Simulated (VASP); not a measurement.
# MgS (P6_3mc) in VASP: single point with PBE+D3(BJ)

Aim: the single point of MgS with PBE+D3(BJ).

Program: VASP 6.6.1. These are calculated values, not measurements. Logs are shortened: lines on timing, memory, paths and dates and some standing lists are left out, and cuts for length are marked.

## Step 1: The cell of the first run

It takes space group P6_3mc (No. 186, hexagonal). The conventional cell has a = 3.991 Å, b = 3.991 Å, c = 12.912 Å, α = 90.00°, β = 90.00°, γ = 120.00°. Within 3.2 Å of Mg (site symmetry 3m) lie 4 S at 2.44 Å. Within 3.2 Å of Mg (site symmetry 3m) lie 4 S at 2.43 to 2.44 Å. S (site symmetry 3m) has 4 Mg at 2.43 to 2.44 Å within 3.2 Å. S (site symmetry 3m) has 4 Mg at 2.44 Å within 3.2 Å.

## Step 2: Single point, PBE+D3(BJ)

POSCAR

```
MgS
1.0
    3.9912606827      0.0000000000      0.0000000000
   -1.9956303413      3.4565331443      0.0000000000
    0.0000000000      0.0000000000     12.9118540139
Mg S
4 4
Direct
    0.6666666667      0.3333333333      0.0382491724
    0.0000000000      0.0000000000      0.2873297322
    0.0000000000      0.0000000000      0.7873297322
    0.3333333333      0.6666666667      0.5382491724
    0.6666666667      0.3333333333      0.2268815989
    0.0000000000      0.0000000000      0.9765035366
    0.0000000000      0.0000000000      0.4765035366
    0.3333333333      0.6666666667      0.7268815989
```

INCAR.step1

```
SYSTEM = MgS
ALGO = Normal
EDIFF = 1E-6
ENCUT = 520
GGA = PE
ISIF = 2
ISMEAR = 0
IVDW = 12
LASPH = .True.
LCHARG = .True.
LREAL = .False.
LWAVE = .False.
NBANDS = 26
NELM = 80
PREC = Accurate
SIGMA = 0.02
```

KPOINTS.step1

```
k-points
0
Gamma
  6 6 2
  0 0 0
```

INCAR.step2

```
SYSTEM = MgS
ALGO = Normal
EDIFF = 1E-6
ENCUT = 520
GGA = PE
ICHARG = 11
ISIF = 2
ISMEAR = -5
IVDW = 12
LASPH = .True.
LCHARG = .False.
LORBIT = 10
LREAL = .False.
LWAVE = .False.
NBANDS = 26
NEDOS = 2001
NELM = 80
PREC = Accurate
SIGMA = 0.02
```

KPOINTS.step2

```
k-points
0
Gamma
  9 9 3
  0 0 0
```

Potentials or basis: VASP PAW PBE potentials, release 64 (Mg, S).

Run with:

```console
> cat potpaw_PBE.64/Mg/POTCAR potpaw_PBE.64/S/POTCAR > POTCAR
> cp INCAR.step1 INCAR
> cp KPOINTS.step1 KPOINTS
> mpirun -np 1 vasp_std > vasp.out
> cp INCAR.step2 INCAR
> cp KPOINTS.step2 KPOINTS
> mpirun -np 1 vasp_std > vasp.out
```

OUTCAR:

```text
SYSTEM = MgS
   EDIFF = 1E-6
   ENCUT = 520
   GGA = PE
   ICHARG = 11
   ISIF = 2
   ISMEAR = -5
   IVDW = 12
   LASPH = .True.
   LORBIT = 10
   LREAL = .False.
   NELM = 80
   PREC = Accurate
 IVDW          = 12

 ion  position               nearest neighbor table
   1  0.667  0.333  0.038-   5 2.44   6 2.44   6 2.44   6 2.44
   2  0.000  0.000  0.287-   5 2.43   5 2.43   5 2.43   7 2.44
   3  0.000  0.000  0.787-   8 2.43   8 2.43   8 2.43   6 2.44
   4  0.333  0.667  0.538-   8 2.44   7 2.44   7 2.44   7 2.44
   5  0.667  0.333  0.227-   2 2.43   2 2.43   2 2.43   1 2.44
   6  0.000  0.000  0.977-   1 2.44   1 2.44   1 2.44   3 2.44
   7  0.000  0.000  0.477-   4 2.44   4 2.44   4 2.44   2 2.44
   8  0.333  0.667  0.727-   3 2.43   3 2.43   3 2.43   4 2.44

  LATTYP: Found a hexagonal cell.
 ALAT       =     3.9912606827
 C/A-ratio  =     3.2350314952

  Lattice vectors:

 A1 = (   3.9912606827,   0.0000000000,   0.0000000000)
 A2 = (  -1.9956303413,   3.4565331443,   0.0000000000)
 A3 = (   0.0000000000,   0.0000000000,  12.9118540139)

Analysis of symmetry for initial positions (statically):
=====================================================================
 Subroutine PRICEL returns:
 Original cell was already a primitive cell.

 Routine SETGRP: Setting up the symmetry group for a
 hexagonal supercell.

 Subroutine GETGRP returns: Found 12 space group operations
 (whereof  6 operations were pure point group operations)
 out of a pool of 24 trial point group operations.

The static configuration has the point symmetry C_3v.
 The point group associated with its full space group is C_6v.

Analysis of symmetry for dynamics (positions and initial velocities):
=====================================================================
 Subroutine PRICEL returns:
 Original cell was already a primitive cell.

 Routine SETGRP: Setting up the symmetry group for a
 hexagonal supercell.

 Subroutine GETGRP returns: Found 12 space group operations
 (whereof  6 operations were pure point group operations)
 out of a pool of 24 trial point group operations.

The dynamic configuration has the point symmetry C_3v.
 The point group associated with its full space group is C_6v.

 Subroutine INISYM returns: Found 12 space group operations
 (whereof  6 operations are pure point group operations),
 and found     1 'primitive' translations

----------------------------------------------------------------------------------------

                                     Primitive cell

  volume of cell :     178.1310

  direct lattice vectors                    reciprocal lattice vectors
     3.991260683  0.000000000  0.000000000     0.250547403  0.144653611  0.000000000
    -1.995630341  3.456533144  0.000000000     0.000000000  0.289307221  0.000000000
     0.000000000  0.000000000 12.911854014     0.000000000  0.000000000  0.077448211

  length of vectors
     3.991260683  3.991260683 12.911854014     0.289307221  0.289307221  0.077448211

  position of ions in fractional coordinates (direct lattice)
     0.666666667  0.333333333  0.038249172
     0.000000000  0.000000000  0.287329732
     0.000000000  0.000000000  0.787329732
     0.333333333  0.666666667  0.538249172
     0.666666667  0.333333333  0.226881599
     0.000000000  0.000000000  0.976503537
     0.000000000  0.000000000  0.476503537
     0.333333333  0.666666667  0.726881599

  ion indices of the primitive-cell ions
   primitive index   ion index
                 1           1
                 2           2
                 3           3
                 4           4
                 5           5
                 6           6
                 7           7
                 8           8

----------------------------------------------------------------------------------------

 KPOINTS: k-points

Automatic generation of k-mesh.
 Grid dimensions read from file:
 generate k-points for:    9    9    3

 Generating k-lattice:

  Cartesian coordinates                     Fractional coordinates (reciprocal lattice)
     0.027838600  0.016072623  0.000000000     0.111111111 -0.000000000  0.000000000
     0.000000000  0.032145247  0.000000000     0.000000000  0.111111111  0.000000000
     0.000000000  0.000000000  0.025816070     0.000000000  0.000000000  0.333333333

  Length of vectors
     0.032145247  0.032145247  0.025816070

  Shift w.r.t. Gamma in fractional coordinates (k-lattice)
     0.000000000  0.000000000  0.000000000

 TETIRR: Found    207 inequivalent tetrahedra from     1458

 Subroutine IBZKPT returns following result:
 ===========================================

 Found     24 irreducible k-points:

 Following reciprocal coordinates:
            Coordinates               Weight
  0.000000  0.000000  0.000000      1.000000
  0.111111  0.000000  0.000000      6.000000
  0.222222  0.000000  0.000000      6.000000
  0.333333  0.000000  0.000000      6.000000
  0.444444  0.000000  0.000000      6.000000
  0.111111  0.111111  0.000000      6.000000
[... 16 lines left out ...]
  0.333333  0.222222  0.333333     24.000000
  0.333333  0.333333  0.333333      4.000000
   k-points           NKPTS =     24   k-points in BZ     NKDIM =     24   number of bands    NBANDS=     26
   number of dos      NEDOS =   2001   number of ions     NIONS =      8
   total plane-waves  NPLWV =  86400
   dimension x,y,z NGX =    30 NGY =   30 NGZ =   96
   dimension x,y,z NGXF=    60 NGYF=   60 NGZF=  192
   ions per type =               4   4
   NGX,Y,Z   is equivalent  to a cutoff of  12.50, 12.50, 12.36 a.u.
   NGXF,Y,Z  is equivalent  to a cutoff of  24.99, 24.99, 24.72 a.u.
 SYSTEM =  MgS
   PREC   = accura    normal or accurate (medium, high low for compatibility)
   ISTART =      0    job   : 0-new  1-cont  2-samecut
   ICHARG =     11    charge: 1-file 2-atom 10-const
   ISPIN  =      1    spin polarized calculation?
   LNONCOLLINEAR =      F non collinear calculations
   LSORBIT =      F    spin-orbit coupling
   LASPH  =      T    aspherical Exc in radial PAW
   ENCUT  =  520.0 eV  38.22 Ry    6.18 a.u.   7.42  7.42 24.01*2*pi/ulx,y,z
   NELM   =     80;   NELMIN=  2; NELMDL=  0     # of ELM steps
   EDIFF  = 0.1E-05   stopping-criterion for ELM
   LREAL  =      F    real-space projection
   EDIFFG = 0.1E-04   stopping-criterion for IOM
   NSW    =      0    number of steps for IOM
   IBRION =     -1    ionic relax: 0-MD 1-quasi-New 2-CG
   NFREE  =      0    steps in history (QN), initial steepest desc. (CG)
   ISIF   =      2    stress and relaxation
   ISYM   =      2    0-nonsym 1-usesym 2-fastsym
   POTIM  = 0.5000    time-step for ionic-motion
   TEBEG  =    0.0;   TEEND  =   0.0 temperature during run
   PSTRESS=    0.0 pullay stress
   NELECT =      32.0000    total number of electrons
   NUPDOWN=      -1.0000    fix difference up-down
   EMIN   =  10.00;   EMAX   =-10.00  energy-range for DOS
   EFERMI =   0.00;   METHOD = LEGACY
   ISMEAR =    -5;   SIGMA  =   0.02  broadening in eV -4-tet -1-fermi 0-gaus
   EFERMI_NEDOS =   21; number of points for ismear=-14 and -15
   IALGO  =     38    algorithm
   IMIX   =      4    mixing-type and parameters
     AMIX     =   0.40;   BMIX     =  1.00
     AMIX_MAG =   1.60;   BMIX_MAG =  1.00
  volume/ion in A,a.u.               =      22.27       150.26
  Fermi-wavevector in a.u.,A,eV,Ry     =   0.923730  1.745596 11.609538  0.853277
  Thomas-Fermi vector in A             =   2.049398
   LORBIT       =     10    0 simple, 1 ext, 2 COOP (PROOUT), +10 PAW based schemes
   GGA     = PE    functional components
   LHFCALC =     F    Hartree Fock is set to
   AEXX    =    0.0000 exact exchange contribution
   IVDW    =    12    specifies the selected vdW correction
   LEPSILON=     F    determine dielectric tensor
   LRPA    =     F    only Hartree local field effects (RPA)
 non-spin polarized calculation
 Fermi weights with tetrahedron method with Bloechl corrections
  energy-cutoff  :      520.00
  volume of cell :      178.13
 maximum number of plane-waves:      4842
 NGX is ok and might be reduce to    30

 number of electron      32.0000008 magnetization

 Free energy of the ion-electron system (eV)
  ---------------------------------------------------
  ext. energy  EPLUGINS =         0.00000000
  ---------------------------------------------------
  free energy    TOTEN  =       -33.88420365 eV

  energy without entropy =      -33.88420365  energy(sigma->0) =      -33.88420365

 E-fermi :   1.2297     XC(G=0):  -8.4575

 val. band max:        1.2293486505   @ k =   0.0000   0.0000   0.0000
 cond. band min:       4.7797860585   @ k =   0.0000   0.0000   0.0000
 fundamental gap:      3.5504374079
 Fermi energy:         1.2296519334

 k-point     1 :       0.0000    0.0000    0.0000
  band No.  band energies     occupation
      1     -10.1541      2.00000
      2      -9.8235      2.00000
      3      -9.8159      2.00000
      4      -9.4250      2.00000
      5      -1.9971      2.00000
      6      -0.6908      2.00000
[... 18 lines left out ...]
     25       8.9790      0.00000
     26       9.1193      0.00000

 k-point     2 :       0.1111    0.0000    0.0000
  band No.  band energies     occupation
      1     -10.0905      2.00000
      2      -9.7722      2.00000
      3      -9.7647      2.00000
      4      -9.3918      2.00000
      5      -1.8985      2.00000
      6      -0.7276      2.00000
[... 18 lines left out ...]
     25       9.0058      0.00000
[... 608 lines left out ...]
     25       9.2268      0.00000
     26       9.4562      0.00000

 k-point    24 :       0.3333    0.3333    0.3333
  band No.  band energies     occupation
      1      -9.2730      2.00000
      2      -9.2730      2.00000
      3      -9.2716      2.00000
      4      -9.2684      2.00000
      5      -1.4311      2.00000
      6      -1.3749      2.00000
[... 18 lines left out ...]
     25       9.5765      0.00000
     26       9.7893      0.00000

------------------------ aborting loop because EDIFF is reached ----------------------------------------

 Edisp (eV)   -2.20837

 E8    (eV) :    -0.8871

  FORCE on cell =-STRESS in cart. coord.  units (eV):
  Direction    XX          YY          ZZ          XY          YZ          ZX
  --------------------------------------------------------------------------------------
  -------------------------------------------------------------------------------------
  Total      -0.17962    -0.17962    -0.15613    -0.00000     0.00000     0.00000
  in kB      -1.61555    -1.61555    -1.40430    -0.00000     0.00000     0.00000
  external pressure =       -1.55 kB  Pullay stress =        0.00 kB

 VOLUME and BASIS-vectors are now :
 -----------------------------------------------------------------------------
  energy-cutoff  :      520.00
  volume of cell :      178.13
      direct lattice vectors                 reciprocal lattice vectors
     3.991260683  0.000000000  0.000000000     0.250547403  0.144653611  0.000000000
    -1.995630341  3.456533144  0.000000000     0.000000000  0.289307221  0.000000000
     0.000000000  0.000000000 12.911854014     0.000000000  0.000000000  0.077448211

 POSITION                                       TOTAL-FORCE (eV/Angst)
 -----------------------------------------------------------------------------------
      1.99563      1.15218      0.49387         0.000000     -0.000000     -0.002333
      0.00000      0.00000      3.70996        -0.000000      0.000000      0.001497
      0.00000      0.00000     10.16589         0.000000      0.000000      0.001497
     -0.00000      2.30436      6.94979        -0.000000      0.000000     -0.002333
      1.99563      1.15218      2.92946         0.000000     -0.000000     -0.001294
      0.00000      0.00000     12.60847         0.000000     -0.000000      0.002130
      0.00000      0.00000      6.15254        -0.000000      0.000000      0.002130
     -0.00000      2.30436      9.38539        -0.000000      0.000000     -0.001294
 -----------------------------------------------------------------------------------
    total drift:                               -0.000000     -0.000000      0.001624

  FREE ENERGIE OF THE ION-ELECTRON SYSTEM (eV)
  ---------------------------------------------------
  free  energy   TOTEN  =       -36.0925759255 eV

  energy  without entropy=      -36.0925759255  energy(sigma->0) =      -36.09257593

 total charge

# of ion       s       p       d       tot
------------------------------------------
    1        0.166   0.149   0.040   0.355
    2        0.166   0.149   0.040   0.355
    3        0.166   0.149   0.040   0.355
    4        0.166   0.149   0.040   0.355
    5        1.309   2.518   0.000   3.828
    6        1.309   2.514   0.000   3.824
    7        1.309   2.514   0.000   3.824
    8        1.309   2.518   0.000   3.828
--------------------------------------------------
tot          5.901  10.662   0.160  16.724
```

Run time: 3.9 min. Hardware: 1 thread of Intel Xeon 8259CL, shared host; peak memory 0.31 GiB.

What came out:

```yaml
Valence_electrons_inside_the_program's_atomic_spheres: Mg 0.35; S 3.83, 3.82 (each value once)
Dispersion_energy_per_atom: -0.276 eV
```
